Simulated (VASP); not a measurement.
Here is a VASP 6.6.1 calculation.

Contents of INCAR:

```
  PREC = Accurate
  ENCUT = 520
  EDIFF = 1E-7
  ISMEAR = -1
  SIGMA = 0.1
  LREAL = False
  LASPH = True
  NELM = 80
  ALGO = Normal
  ISIF = 2
  LWAVE = False
  LCHARG = False
  GGA = B5
  ALDAX = 1.0
  AGGAX = 1.0
  AGGAC = 1.0
  ALDAC = 0.0
  NBANDS = 25
```

Contents of KPOINTS:

```
Automatic mesh
0
Gamma
  9 9 13
```

POSCAR

```
Cr
1.0
    4.2904483591      0.0000000000      0.0000000000
   -2.1452241795      3.7156372726      0.0000000000
    0.0000000000      0.0000000000      2.3063993473
Cr
3
Direct
    1.0000000000      0.0000000000      0.0000000000
    0.3333333333      0.6666666667      0.5000000000
    0.6666666667      0.3333333333      0.5000000000
```

Potentials or basis: VASP PAW PBE potentials, release 64 (Cr_pv).

Command:

```console
$ cat potpaw_PBE.64/Cr_pv/POTCAR > POTCAR
$ mpirun -np 1 vasp_std > vasp.out
```

Problem. Predict the pressure.

Solution. -0.1 GPa.

Problem. What does it give for the band gap on the k mesh?

Solution. Zero (bands 18 and 19 overlap by 0.80 eV).

Caveat: the PAW data sets were made with another functional, which shifts forces and pressure a little; the run has no spin polarisation, though such a crystal can be magnetic. Spin polarisation is off, so any magnetic state and its effect on volume and gap are missing.
